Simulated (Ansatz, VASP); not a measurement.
**One calculation of Pt, two programs**

INCAR

```
SYSTEM = Pt
PREC = Accurate ; ENCUT = 520
EDIFF = 1E-7 ; ISMEAR = 0
SIGMA = 0.15 ; LREAL = .FALSE.
LASPH = .TRUE. ; NELM = 100
ALGO = Fast ; ISIF = 2
LWAVE = .FALSE. ; LCHARG = .TRUE.
GGA = PS ; LELF = .TRUE.
LVHAR = .TRUE. ; NBANDS = 11
```

File KPOINTS:

```
regular mesh
0
G
  30 30 30
  0 0 0
```

Contents of POSCAR:

```
Pt
1.0
   -1.5352973185      1.5352973185      1.6120621845
    1.5352973185     -1.5352973185      1.6120621845
    1.5352973185      1.5352973185     -1.6120621845
Pt
1
Direct
    0.0000000000      0.0000000000      0.0000000000
```

Input for Ansatz:

```yaml
crystal:
  lattice:
    - [-1.5352973185, 1.5352973185, 1.6120621845]
    - [1.5352973185, -1.5352973185, 1.6120621845]
    - [1.5352973185, 1.5352973185, -1.6120621845]
  atoms:
    - { symbol: Pt, position: [0.0, 0.0, 0.0] }
basis:
  ecutwfc: 420
kpoints:
  mp_grid: { grid: [30, 30, 30] }
hamiltonian:
  xc: pbesol
scf:
  occupations: { method: gaussian, width: 0.15 }
output:
  forces: true
  stress: true
  eigenvalues: true
```

Alike in both runs: task single point; functional PBEsol; k mesh 30 × 30 × 30; occupations gaussian, width 0.15 eV; no spin polarisation.

|  | VASP | Ansatz |
| --- | --- | --- |
| version | VASP 6.6.1 | Ansatz 0.2.0 |
| potentials or method | VASP PAW PBE potentials, release 64 (Pt), cutoff 520 eV | scalar-relativistic, plane waves, PAW |
| valence electrons in the cell | 10 | 18 |

|  | VASP | Ansatz | Ansatz less VASP |
| --- | --- | --- | --- |
| gap on the k mesh at the Fermi level (eV) | none | none | - |
| pressure (GPa) | -0.3 | 0.0 | +0.35 |
| traceless stress, the component that is largest in VASP (GPa) | 3.01 | 3.01 | -0.003 |

VASP's potentials were made for PBE, not for PBEsol. A gap of «none» marks a metal or a gap that the smearing closes. VASP's potentials hold 10 valence electrons a cell and Ansatz's 18, so a difference there can come from the potentials and not from the codes.

Neither program's run includes spin-orbit coupling.
